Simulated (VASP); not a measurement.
A run of VASP 6.6.1 is set up as follows.

The input INCAR:

```
PREC = Accurate
ENCUT = 520
EDIFF = 1E-8
ISMEAR = -1
SIGMA = 0.03
LREAL = F
LASPH = T
NELM = 60
ALGO = Normal
ISIF = 2
LWAVE = F
LCHARG = F
GGA = CA
LEFG = T
NBANDS = 18
```

File KPOINTS:

```
regular mesh
0
Gamma
  13 13 7
```

File POSCAR:

```
Sc
1.0
    3.2977316009      0.0000000000      0.0000000000
   -1.6488658004      2.8559193412      0.0000000000
    0.0000000000      0.0000000000      5.2503811393
Sc
2
Direct
    0.3333333333      0.6666666667      0.2500000000
    0.6666666667      0.3333333333      0.7500000000
```

Potentials or basis: VASP PAW LDA potentials, release 64 (Sc_sv).

Launch:

```console
$ cat potpaw_LDA.64/Sc_sv/POTCAR > POTCAR
$ mpirun -np 1 vasp_std > vasp.out
```

Q: Estimate the band gap on the k mesh.

A: Zero (band 11 reaches 4.16 eV, above the bottom of band 12 at 2.95 eV).

Q: Predict the pressure.

A: -4.8 GPa.

Electric field gradients, principal values (V/Å²):
| atom | least | middle | greatest (by size) |
| --- | --- | --- | --- |
| 1 Sc | -4.922 | -4.923 | 9.845 |
| 2 Sc | -4.922 | -4.923 | 9.845 |

Caveat: without QUAD_EFG the Cq values of the log hold for a quadrupole moment of 1 mb, not for the nuclei.
